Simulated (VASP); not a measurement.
# Fe (Im-3m) in VASP: single point with PBE

Aim: the single point of Fe with PBE.

Program: VASP 6.6.1. These are calculated values, not measurements. Logs are shortened: lines on timing, memory, paths and dates and some standing lists are left out, and cuts for length are marked.

**1. The cell of the first run**

The structure is cubic, space group Im-3m (No. 229). Conventional cell: a = 2.863 Å, b = 2.863 Å, c = 2.863 Å, α = 90.00°, β = 90.00°, γ = 90.00°. Within 3.3 Å of Fe (site symmetry m-3m) lie 14 Fe at 2.48 to 2.86 Å.

**2. Single point, PBE, non-collinear spin, typed start, spin-orbit coupling**

INCAR reads:

```
PREC = Accurate
ENCUT = 520
EDIFF = 1E-7
ISMEAR = 0
SIGMA = 0.1
LREAL = False
LASPH = True
NELM = 150
ALGO = Normal
ISIF = 2
LWAVE = False
LCHARG = False
MAGMOM = 0 0 2.2
LORBIT = 11
LSORBIT = True
GGA_COMPAT = False
LORBMOM = True
LMAXMIX = 4
GGA = PE
NBANDS = 19
```

KPOINTS reads:

```
Automatic mesh
0
Gamma
  5 5 5
```

POSCAR reads:

```
Fe
1.0
   -1.4315000000      1.4315000000      1.4315000000
    1.4315000000     -1.4315000000      1.4315000000
    1.4315000000      1.4315000000     -1.4315000000
Fe
1
Direct
    0.0000000000      0.0000000000      0.0000000000
```

Potentials or basis: VASP PAW PBE potentials, release 64 (Fe).

Command:

```console
> cat potpaw_PBE.64/Fe/POTCAR > POTCAR
> mpirun -np 1 vasp_ncl > vasp.out
```

OUTCAR:

```text
PREC = Accurate
   ENCUT = 520
   EDIFF = 1E-7
   ISMEAR = 0
   LREAL = False
   LASPH = True
   NELM = 150
   ISIF = 2
   LORBIT = 11
   LSORBIT = True
   GGA = PE

 ion  position               nearest neighbor table
   1  0.000  0.000  0.000-

  LATTYP: Found a body centered cubic cell.
 ALAT       =     2.8630000000

  Lattice vectors:

 A1 = (  -1.4315000000,   1.4315000000,   1.4315000000)
 A2 = (   1.4315000000,  -1.4315000000,   1.4315000000)
 A3 = (   1.4315000000,   1.4315000000,  -1.4315000000)

Analysis of symmetry for initial positions (statically):
=====================================================================
 Subroutine PRICEL returns:
 Original cell was already a primitive cell.

 Routine SETGRP: Setting up the symmetry group for a
 body centered cubic supercell.

 Subroutine GETGRP returns: Found 48 space group operations
 (whereof 48 operations were pure point group operations)
 out of a pool of 48 trial point group operations.

The static configuration has the point symmetry O_h .

Analysis of symmetry for dynamics (positions and initial velocities):
=====================================================================
 Subroutine PRICEL returns:
 Original cell was already a primitive cell.

 Routine SETGRP: Setting up the symmetry group for a
 body centered cubic supercell.

 Subroutine GETGRP returns: Found 48 space group operations
 (whereof 48 operations were pure point group operations)
 out of a pool of 48 trial point group operations.

The dynamic configuration has the point symmetry O_h .

Analysis of structural, dynamic, and magnetic symmetry:
=====================================================================
 Subroutine PRICEL returns:
 Original cell was already a primitive cell.

 Routine SETGRP: Setting up the symmetry group for a
 body centered cubic supercell.

 Subroutine GETGRP returns: Found  8 space group operations
 (whereof  8 operations were pure point group operations)
 out of a pool of 48 trial point group operations.

The overall configuration has the point symmetry C_4h.

 Subroutine INISYM returns: Found  8 space group operations
 (whereof  8 operations are pure point group operations),
 and found     1 'primitive' translations

----------------------------------------------------------------------------------------

                                     Primitive cell

  volume of cell :      11.7337

[... 142 lines left out ...]
      1      -2.7620      1.00000
      2      -2.5781      1.00000
      3       3.2252      1.00000
      4       3.2516      1.00000
      5       3.2835      1.00000
      6       4.3108      1.00000
[... 439 lines left out ...]
      6       5.0226      1.00000
[... 11 lines left out ...]
     18      22.0008      0.00000
     19      22.7256      0.00000

------------------------ aborting loop because EDIFF is reached ----------------------------------------

  FORCE on cell =-STRESS in cart. coord.  units (eV):
  Direction    XX          YY          ZZ          XY          YZ          ZX
  --------------------------------------------------------------------------------------
  -------------------------------------------------------------------------------------
  Total       -0.5631186     -0.5631186     -0.5598207      0.0000001     -0.0000000     -0.0000000
  in kB      -76.8911531    -76.8911531    -76.4408444      0.0000086     -0.0000000     -0.0000000
  external PRESSURE =     -76.7410502 kB  Pullay stress =       0.0000000 kB

 VOLUME and BASIS-vectors are now :
 -----------------------------------------------------------------------------
  energy-cutoff  :      520.00
  volume of cell :       11.73
      direct lattice vectors                 reciprocal lattice vectors
    -1.431500000  1.431500000  1.431500000     0.000000000  0.349283968  0.349283968
     1.431500000 -1.431500000  1.431500000     0.349283968  0.000000000  0.349283968
     1.431500000  1.431500000 -1.431500000     0.349283968  0.349283968  0.000000000

 POSITION                                       TOTAL-FORCE (eV/Angst)
 -----------------------------------------------------------------------------------
      0.00000      0.00000      0.00000         0.000000      0.000000      0.000000
 -----------------------------------------------------------------------------------
    total drift:                                0.000000      0.000000      0.000000

  FREE ENERGIE OF THE ION-ELECTRON SYSTEM (eV)
  ---------------------------------------------------
  free  energy   TOTEN  =        -8.1921382906 eV

  energy  without entropy=       -8.1833441503  energy(sigma->0) =       -8.18774122

 orbital moment (x)

 # of ion     p       d       tot
 ----------------------------------------
  1        -0.000  -0.000  -0.000
 ----------------------------------------
           -0.000  -0.000  -0.000

 orbital moment (y)

 # of ion     p       d       tot
 ----------------------------------------
  1         0.000  -0.000  -0.000
 ----------------------------------------
            0.000  -0.000  -0.000

 orbital moment (z)

 # of ion     p       d       tot
 ----------------------------------------
  1         0.000   0.050   0.050
 ----------------------------------------
            0.000   0.050   0.050

 Spin-Orbit-Coupling matrix elements

 Ion:    1  E_soc:     -0.0131656
 l=   1
     0.0000000    -0.0003327    -0.0003076
    -0.0003327     0.0000000    -0.0003327
    -0.0003076    -0.0003327     0.0000000
 l=   2
     0.0000000    -0.0004752     0.0000000    -0.0004752    -0.0013281
    -0.0004752     0.0000000    -0.0010686    -0.0004760    -0.0003591
     0.0000000    -0.0010686     0.0000000    -0.0010686     0.0000000
    -0.0004752    -0.0004760    -0.0010686     0.0000000    -0.0003591
    -0.0013281    -0.0003591     0.0000000    -0.0003591     0.0000000
 l=   3
     0.0000000     0.0000000     0.0000000     0.0000000     0.0000000     0.0000000     0.0000000
     0.0000000     0.0000000     0.0000000     0.0000000     0.0000000     0.0000000     0.0000000
     0.0000000     0.0000000     0.0000000     0.0000000     0.0000000     0.0000000     0.0000000
     0.0000000     0.0000000     0.0000000     0.0000000     0.0000000     0.0000000     0.0000000
     0.0000000     0.0000000     0.0000000     0.0000000     0.0000000     0.0000000     0.0000000
     0.0000000     0.0000000     0.0000000     0.0000000     0.0000000     0.0000000     0.0000000
     0.0000000     0.0000000     0.0000000     0.0000000     0.0000000     0.0000000     0.0000000

 total charge

# of ion       s       p       d       tot
------------------------------------------
    1        0.473   0.529   6.194   7.197

 magnetization (x)

# of ion       s       p       d       tot
------------------------------------------
    1        0.000  -0.000   0.000  -0.000

 magnetization (y)

# of ion       s       p       d       tot
------------------------------------------
    1        0.000   0.000   0.000   0.000

 magnetization (z)

# of ion       s       p       d       tot
------------------------------------------
    1       -0.013  -0.049   2.153   2.091
```

OSZICAR:

```text
N       E                     dE             d eps       ncg     rms          rms(c)
[... 50 lines left out ...]
DAV:  51    -0.819213870691E+01   -0.55314E-06   -0.22454E-06   838   0.157E-02    0.223E-03
DAV:  52    -0.819213819719E+01    0.50972E-06   -0.23398E-06   838   0.154E-02    0.139E-03
DAV:  53    -0.819213835641E+01   -0.15921E-06   -0.11764E-06   878   0.134E-02    0.118E-03
DAV:  54    -0.819213836846E+01   -0.12055E-07   -0.14154E-06   848   0.150E-02    0.978E-04
DAV:  55    -0.819213836046E+01    0.80029E-08   -0.10569E-06   851   0.131E-02    0.103E-03
DAV:  56    -0.819213823957E+01    0.12089E-06   -0.77765E-07   853   0.101E-02    0.495E-04
DAV:  57    -0.819213829058E+01   -0.51009E-07   -0.19520E-07   831   0.647E-03
   1 F= -.81921383E+01 E0= -.81877412E+01  d E =-.879414E-02  mag=    -0.0000    -0.0000     2.0908
```

Wall time 23 s (1 thread of Intel Xeon 6975P-C (Granite Rapids), shared host); peak memory 0.14 GiB.

What came out:

```yaml
Free_energy: -8.1921 eV
Pressure: -7.7 GPa
Net_moment: 2.09 μB per cell
Valence_electrons_inside_the_program's_atomic_spheres: Fe 7.20
```

Moments on the atoms (μB; x, y, z):
```
Fe  0.00 0.00 2.09
```

Caveat: the k points lie up to 0.62 Å⁻¹ apart.
